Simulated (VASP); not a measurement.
Wanted: the native input for a VASP 6.6.1 run.

```
Task                   : relaxation of cell and atoms
Functional             : PBE
Potentials or basis    : VASP PAW PBE potentials, release 64 (Na_pv, H)
Cutoff                 : 600 eV
k mesh                 : 6 × 6 × 6
Occupations            : gaussian, width 0.1 eV
Spin                   : no spin polarisation
Dipole correction      : no
Further INCAR settings : ALGO = Normal; EDIFF = 1e-07; IBRION = 2; EDIFFG = -0.04; NSW = 90; ISIF = 3
```

The structure of NaH lies in POSCAR:

```
NaH
1.0
    5.2656399600      0.0000000000      0.0000000000
   -2.6328199800      4.5601779700      0.0000000000
    0.0000000000      0.0000000000      2.9498133500
Na H
3 3
Direct
    0.0000000000      0.0000000000      0.0000000000
    0.3333333300      0.6666666700      0.5000000000
    0.6666666700      0.3333333300      0.5000000000
    0.5000000000      0.0000000000      0.0000000000
    0.5000000000      0.5000000000      0.0000000000
    0.0000000000      0.5000000000      0.0000000000
```

The cell was generated, and may not be a known phase.

The input as run:

INCAR

```
PREC = Accurate
ENCUT = 600
EDIFF = 1E-7
ISMEAR = 0
SIGMA = 0.1
LREAL = F
LASPH = T
NELM = 80
ALGO = Normal
ISIF = 3
LWAVE = F
LCHARG = F
GGA = PE
IBRION = 2
NSW = 90
EDIFFG = -0.04
```

KPOINTS

```
regular mesh
0
Gamma
  6 6 6
```

Potentials or basis: VASP PAW PBE potentials, release 64 (Na_pv, H).

The run is started by

```console
$ cat potpaw_PBE.64/Na_pv/POTCAR potpaw_PBE.64/H/POTCAR > POTCAR
$ mpirun -np 1 vasp_std > vasp.out
```

Results of the run:

```json
{"Relaxed volume": "15.35 Å³/atom", "Relaxed cell": "a = 5.694 Å, b = 5.694 Å, c = 3.280 Å, α = 90.00°, β = 90.00°, γ = 120.00°", "Space group after relaxing (to 0.1 Å)": "P6/mmm (No. 191)", "Energy gained by relaxing": "83.7 meV/atom", "Ionic steps": "6", "Pressure after relaxing": "0.1 GPa", "Band gap on the k mesh": "1.16 eV (least direct gap 1.23 eV)"}
```

Caveat: the volume moved by over 15 % at a fixed basis, so the end points are rough.

Run time: 61 s on 1 thread of Intel(R) Xeon(R) 6975P-C (Granite Rapids) (shared host), peak memory 0.2 GiB.
